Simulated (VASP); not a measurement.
# Li2Se (Fm-3m) in VASP: a series of runs

The runs below take Li2Se through single point, relaxation of cell and atoms, with PBEsol.

Program: VASP 6.6.1. These are calculated values, not measurements. Logs are shortened: lines on timing, memory, paths and dates and some standing lists are left out, and cuts for length are marked.

### Step 1. The cell of the first run

Symmetry: Fm-3m, No. 225, cubic system. The conventional cell has a = 5.945 Å, b = 5.945 Å, c = 5.945 Å, α = 90.00°, β = 90.00°, γ = 90.00°. Li (site symmetry -43m) has 4 Se at 2.57 Å and 6 Li at 2.97 Å within 3.4 Å. Se (site symmetry m-3m) has 8 Li at 2.57 Å within 3.4 Å.

### Step 2. Single point, PBEsol

INCAR

```
SYSTEM = Li2Se
PREC     = Accurate       ! precision mode
ENCUT    = 750            ! plane-wave cutoff, eV
EDIFF    = 1E-6           ! SCF threshold, eV
ISMEAR   = -1             ! smearing method
SIGMA    = 0.05           ! smearing width, eV
LREAL    = .False.        ! projectors in reciprocal space
LASPH    = .True.         ! aspherical terms in the spheres
NELM     = 120            ! most SCF steps
ALGO     = Normal         ! electronic algorithm
ISIF     = 2              ! what is computed and relaxed
LWAVE    = .False.        ! write WAVECAR
LCHARG   = .False.        ! write CHGCAR
GGA      = PS             ! functional
NBANDS   = 13             ! bands
GGA_COMPAT= .False.
```

KPOINTS

```
regular mesh
0
Gamma
  12 12 12
  0 0 0
```

POSCAR

```
Li2Se
1.0
    0.0000000000      2.9723716869      2.9723716869
    2.9723716869      0.0000000000      2.9723716869
    2.9723716869      2.9723716869      0.0000000000
Li Se
2 1
Direct
    0.2500000000      0.2500000000      0.2500000000
    0.7500000000      0.7500000000      0.7500000000
    0.0000000000      0.0000000000      0.0000000000
```

Potentials or basis: VASP PAW PBE potentials, release 64 (Li_sv, Se).

Launch:

```sh
> cat potpaw_PBE.64/Li_sv/POTCAR potpaw_PBE.64/Se/POTCAR > POTCAR
> mpirun -np 1 vasp_std > vasp.out
```

OUTCAR:

```text
SYSTEM = Li2Se
   PREC = Accurate
   ENCUT = 750
   EDIFF = 1E-6
   ISMEAR = -1
   LREAL = .False.
   LASPH = .True.
   NELM = 120
   ISIF = 2
   GGA = PS

 ion  position               nearest neighbor table
   1  0.250  0.250  0.250-   3 2.57   3 2.57   3 2.57   3 2.57
   2  0.750  0.750  0.750-   3 2.57   3 2.57   3 2.57   3 2.57
   3  0.000  0.000  0.000-   2 2.57   2 2.57   2 2.57   1 2.57   1 2.57   1 2.57   2 2.57   1 2.57

  LATTYP: Found a face centered cubic cell.
 ALAT       =     5.9447433738

  Lattice vectors:

 A1 = (   0.0000000000,   2.9723716869,   2.9723716869)
 A2 = (   2.9723716869,   0.0000000000,   2.9723716869)
 A3 = (   2.9723716869,   2.9723716869,   0.0000000000)

Analysis of symmetry for initial positions (statically):
=====================================================================
 Subroutine PRICEL returns:
 Original cell was already a primitive cell.

 Routine SETGRP: Setting up the symmetry group for a
 face centered cubic supercell.

 Subroutine GETGRP returns: Found 48 space group operations
 (whereof 48 operations were pure point group operations)
 out of a pool of 48 trial point group operations.

The static configuration has the point symmetry O_h .

Analysis of symmetry for dynamics (positions and initial velocities):
=====================================================================
 Subroutine PRICEL returns:
 Original cell was already a primitive cell.

 Routine SETGRP: Setting up the symmetry group for a
 face centered cubic supercell.

 Subroutine GETGRP returns: Found 48 space group operations
 (whereof 48 operations were pure point group operations)
 out of a pool of 48 trial point group operations.

The dynamic configuration has the point symmetry O_h .

 Subroutine INISYM returns: Found 48 space group operations
 (whereof 48 operations are pure point group operations),
 and found     1 'primitive' translations

----------------------------------------------------------------------------------------

                                     Primitive cell

  volume of cell :      52.5218

  direct lattice vectors                    reciprocal lattice vectors
     0.000000000  2.972371687  2.972371687    -0.168215840  0.168215840  0.168215840
     2.972371687  0.000000000  2.972371687     0.168215840 -0.168215840  0.168215840
     2.972371687  2.972371687  0.000000000     0.168215840  0.168215840 -0.168215840

  length of vectors
     4.203568352  4.203568352  4.203568352     0.291358381  0.291358381  0.291358381
[... 94 lines left out ...]
   NELECT =      12.0000    total number of electrons
   NUPDOWN=      -1.0000    fix difference up-down
   EMIN   =  10.00;   EMAX   =-10.00  energy-range for DOS
   EFERMI =   0.00;   METHOD = LEGACY
   ISMEAR =    -1;   SIGMA  =   0.05  broadening in eV -4-tet -1-fermi 0-gaus
   EFERMI_NEDOS =   21; number of points for ismear=-14 and -15
   IALGO  =     38    algorithm
   IMIX   =      4    mixing-type and parameters
     AMIX     =   0.40;   BMIX     =  1.00
     AMIX_MAG =   1.60;   BMIX_MAG =  1.00
  volume/ion in A,a.u.               =      17.51       118.14
  Fermi-wavevector in a.u.,A,eV,Ry     =   1.000819  1.891273 13.628117  1.001638
  Thomas-Fermi vector in A             =   2.133200
   LORBIT       =      0    0 simple, 1 ext, 2 COOP (PROOUT), +10 PAW based schemes
   GGA     = PS    functional components
   LHFCALC =     F    Hartree Fock is set to
   AEXX    =    0.0000 exact exchange contribution
   IVDW    =     0    specifies the selected vdW correction
   LEPSILON=     F    determine dielectric tensor
   LRPA    =     F    only Hartree local field effects (RPA)
 non-spin polarized calculation
  energy-cutoff  :      750.00
  volume of cell :       52.52
 maximum number of plane-waves:      2475
 NGX is ok and might be reduce to    40
   NGX = 19   NGY = 19   NGZ = 19

 number of electron      12.0000000 magnetization

 Free energy of the ion-electron system (eV)
  ---------------------------------------------------
  ext. energy  EPLUGINS =         0.00000000
  ---------------------------------------------------
  free energy    TOTEN  =       -11.55991905 eV

  energy without entropy =      -11.55991905  energy(sigma->0) =      -11.55991905

 E-fermi :   2.1144     XC(G=0):  -8.4922

 val. band max:        1.0915276729   @ k =   0.0000   0.0000   0.0000
 cond. band min:       3.9002313209   @ k =   0.5000   0.5000   0.0000
 fundamental gap:      2.8087036479
 Fermi energy:         2.1143742820

 k-point     1 :       0.0000    0.0000    0.0000
  band No.  band energies     occupation
      1     -42.8803      2.00000
      2     -42.8513      2.00000
      3     -10.3996      2.00000
      4       1.0915      2.00000
      5       1.0915      2.00000
      6       1.0915      2.00000
      7       4.4561      0.00000
      8       6.6711      0.00000
      9       6.6711      0.00000
     10       6.6711      0.00000
     11      11.7228      0.00000
     12      11.7228      0.00000
     13      12.0163      0.00000
[... 354 lines left out ...]
  band No.  band energies     occupation
      1     -42.8661      2.00000
      2     -42.8643      2.00000
      3      -9.9740      2.00000
      4      -1.7566      2.00000
      5      -0.0747      2.00000
      6       0.3479      2.00000
      7       6.2774      0.00000
      8       7.2293      0.00000
      9       7.7630      0.00000
     10       9.5215      0.00000
     11      11.2272      0.00000
     12      11.3660      0.00000
     13      13.7721      0.00000

 [... further k-points ...]

------------------------ aborting loop because EDIFF is reached ----------------------------------------

  FORCE on cell =-STRESS in cart. coord.  units (eV):
  Direction    XX          YY          ZZ          XY          YZ          ZX
  --------------------------------------------------------------------------------------
  -------------------------------------------------------------------------------------
  Total        0.0055865      0.0055865      0.0055865      0.0000000      0.0000000      0.0000000
  in kB        0.1704171      0.1704171      0.1704171      0.0000000      0.0000000      0.0000000
  external PRESSURE =       0.1704171 kB  Pullay stress =       0.0000000 kB

 VOLUME and BASIS-vectors are now :
 -----------------------------------------------------------------------------
  energy-cutoff  :      750.00
  volume of cell :       52.52
      direct lattice vectors                 reciprocal lattice vectors
     0.000000000  2.972371687  2.972371687    -0.168215840  0.168215840  0.168215840
     2.972371687  0.000000000  2.972371687     0.168215840 -0.168215840  0.168215840
     2.972371687  2.972371687  0.000000000     0.168215840  0.168215840 -0.168215840

 POSITION                                       TOTAL-FORCE (eV/Angst)
 -----------------------------------------------------------------------------------
      1.48619      1.48619      1.48619         0.000000      0.000000     -0.000000
      4.45856      4.45856      4.45856        -0.000000     -0.000000      0.000000
      0.00000      0.00000      0.00000        -0.000000     -0.000000     -0.000000
 -----------------------------------------------------------------------------------
    total drift:                                0.000000     -0.000000      0.000000

  FREE ENERGIE OF THE ION-ELECTRON SYSTEM (eV)
  ---------------------------------------------------
  free  energy   TOTEN  =       -11.5599190541 eV

  energy  without entropy=      -11.5599190541  energy(sigma->0) =      -11.55991905
```

It took 2.3 min on 1 thread of Intel Xeon Platinum 8259CL at 2.50GHz (Skylake/Cascade Lake), shared host; peak memory 0.28 GiB.

Results:

```yaml
Free_energy: -11.5599 eV
Pressure: 0.0 GPa
Band_gap_on_the_k_mesh: 2.81 eV (least direct gap 3.36 eV)
```

Levels at points of the mesh, in eV from the valence-band top:
| k point | band 3 | band 4 | band 5 | band 6 | band 7 | band 8 | band 9 | band 10 |
| --- | --- | --- | --- | --- | --- | --- | --- | --- |
| (0.00, 0.00, 0.00) | -11.49 | 0.00 | 0.00 | 0.00 | 3.36 | 5.58 | 5.58 | 5.58 |
| (0.50, 0.00, 0.00) | -11.10 | -3.04 | -0.55 | -0.55 | 5.14 | 5.90 | 5.90 | 7.91 |
| (0.50, 0.50, 0.00) | -10.98 | -2.37 | -1.51 | -1.51 | 2.81 | 6.20 | 10.42 | 10.42 |

Caveat: the PAW data sets were made with another functional, which shifts forces and pressure a little. A k mesh can miss the band edges.

### Step 3. Relaxation of cell and atoms, PBEsol

This run uses another cell than the first one, of 18.05 Å³/atom.

INCAR

```
SYSTEM = Li2Se
PREC = Accurate
ENCUT = 750
EDIFF = 1E-7
ISMEAR = -1
SIGMA = 0.05
LREAL = .False.
LASPH = .True.
NELM = 120
ALGO = Normal
ISIF = 3
LWAVE = .False.
LCHARG = .False.
GGA = PS
IBRION = 2
NSW = 100
EDIFFG = -0.002
GGA_COMPAT = .False.
NELMIN = 4
```

KPOINTS

```
Automatic mesh
0
Gamma
  12 12 12
  0 0 0
```

POSCAR

```
Li2Se
1.0
    0.0000000000      3.0025000000      3.0025000000
    3.0025000000      0.0000000000      3.0025000000
    3.0025000000      3.0025000000      0.0000000000
Li Se
2 1
Direct
    0.2500000000      0.2500000000      0.2500000000
    0.7500000000      0.7500000000      0.7500000000
    0.0000000000      0.0000000000      0.0000000000
```

Potentials or basis: VASP PAW PBE potentials, release 64 (Li_sv, Se).

Launch:

```sh
> cat potpaw_PBE.64/Li_sv/POTCAR potpaw_PBE.64/Se/POTCAR > POTCAR
> mpirun -np 1 vasp_std > vasp.out
```

Run time: 4.1 min. Hardware: 1 thread of Intel Xeon Platinum 8259CL at 2.50GHz (Skylake/Cascade Lake), shared host; peak memory 0.28 GiB.

The run converged. Its results:

```yaml
Free_energy: -11.5606 eV
Relaxed_volume: 17.52 Å³/atom
Relaxed_cell: a = 4.205 Å, b = 4.205 Å, c = 4.205 Å, α = 60.00°, β = 60.00°, γ = 60.00°
Space_group_after_relaxing_to_0.1_Å: Fm-3m (No. 225)
Energy_gained_by_relaxing: 1.7 meV/atom
Ionic_steps: 3
Pressure_after_relaxing: 0.0 GPa
Band_gap_on_the_k_mesh: 2.81 eV (least direct gap 3.36 eV)
```

The path:
| step | energy change (eV) | largest force (eV/Å) | pressure (GPa) | volume (Å³) |
| --- | --- | --- | --- | --- |
| 1 | 0.0000 | 0.0000 | -1.00 | 54.14 |
| 2 | -0.0040 | 0.0000 | -0.46 | 53.26 |
| 3 | -0.0050 | 0.0000 | 0.00 | 52.56 |

Final structure:
```
Li Se
1.0
     0.00000    2.97306    2.97306
     2.97306    0.00000    2.97306
     2.97306    2.97306    0.00000
Li Se
2 1
Cartesian
  1.4865 1.4865 1.4865
  4.4596 4.4596 4.4596
  0.0000 0.0000 0.0000
```

Levels at points of the mesh, in eV from the valence-band top:
| k point | band 4 | band 5 | band 6 | band 7 | band 8 | band 9 |
| --- | --- | --- | --- | --- | --- | --- |
| (0.00, 0.00, 0.00) | 0.00 | 0.00 | 0.00 | 3.36 | 5.58 | 5.58 |
| (0.50, 0.00, 0.00) | -3.04 | -0.55 | -0.55 | 5.14 | 5.90 | 5.90 |
| (0.50, 0.50, 0.00) | -2.37 | -1.51 | -1.51 | 2.81 | 6.20 | 10.41 |

Caveat: the PAW data sets were made with another functional, which shifts forces and pressure a little.
